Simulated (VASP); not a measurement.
Wanted: the native input for a VASP 6.6.1 run.

```yaml
Task: single point
Functional: r2SCAN
Potentials_or_basis: VASP PAW PBE potentials, release 64 (Sb)
Cutoff: 520 eV
k_mesh: 13 × 13 × 13
Occupations: fermi-dirac, width 0.1 eV
Spin: no spin polarisation
Dipole_correction: no
Further_INCAR_settings: ALGO = Normal; EDIFF = 1e-06; NBANDS = 8
```

Crystal: Sb.

```
Sb
1.0
     0.00000    2.38646    2.38646
     2.38646    0.00000    2.38646
     2.38646    2.38646    0.00000
Sb
1
Direct
  0.00000 0.00000 0.00000
```

The input as run:

POSCAR

```
Sb
1.0
    0.0000000000      2.3864604735      2.3864604735
    2.3864604735      0.0000000000      2.3864604735
    2.3864604735      2.3864604735      0.0000000000
Sb
1
Direct
    0.0000000000      0.0000000000      0.0000000000
```

INCAR.step1

```
PREC     = Accurate       # precision mode
ENCUT    = 520            # plane-wave cutoff, eV
ISMEAR   = -1             # smearing method
SIGMA    = 0.1            # smearing width, eV
LREAL    = False          # projectors in reciprocal space
LASPH    = True           # aspherical terms in the spheres
NELM     = 80             # most SCF steps
NBANDS   = 8              # bands
GGA      = PE             # functional
ALGO     = Normal         # electronic algorithm
EDIFF    = 1E-4           # SCF threshold, eV
LWAVE    = True           # write WAVECAR
LCHARG   = False          # write CHGCAR
```

INCAR.step2

```
PREC     = Accurate       # precision mode
ENCUT    = 520            # plane-wave cutoff, eV
EDIFF    = 1E-6           # SCF threshold, eV
ISMEAR   = -1             # smearing method
SIGMA    = 0.1            # smearing width, eV
LREAL    = False          # projectors in reciprocal space
LASPH    = True           # aspherical terms in the spheres
NELM     = 80             # most SCF steps
ALGO     = Normal         # electronic algorithm
ISIF     = 2              # what is computed and relaxed
LWAVE    = False          # write WAVECAR
LCHARG   = False          # write CHGCAR
METAGGA  = R2SCAN         # meta-GGA
LMIXTAU  = True         
NBANDS   = 8              # bands
ISTART   = 1
```

KPOINTS

```
Automatic mesh
0
Gamma
  13 13 13
```

Potentials or basis: VASP PAW PBE potentials, release 64 (Sb).

Launch:

```bash
$ cat potpaw_PBE.64/Sb/POTCAR > POTCAR
$ cp INCAR.step1 INCAR
$ mpirun -np 1 vasp_std > vasp.out
$ cp INCAR.step2 INCAR
$ mpirun -np 1 vasp_std > vasp.out
```

Results of the run:

```yaml
Pressure: -0.1 GPa
```

Caveat: the PAW data sets were made with another functional, which shifts forces and pressure a little.

Wall time 60 s on 1 thread of Intel Xeon 6975P-C, with other jobs on the host, peak memory 0.17 GiB.
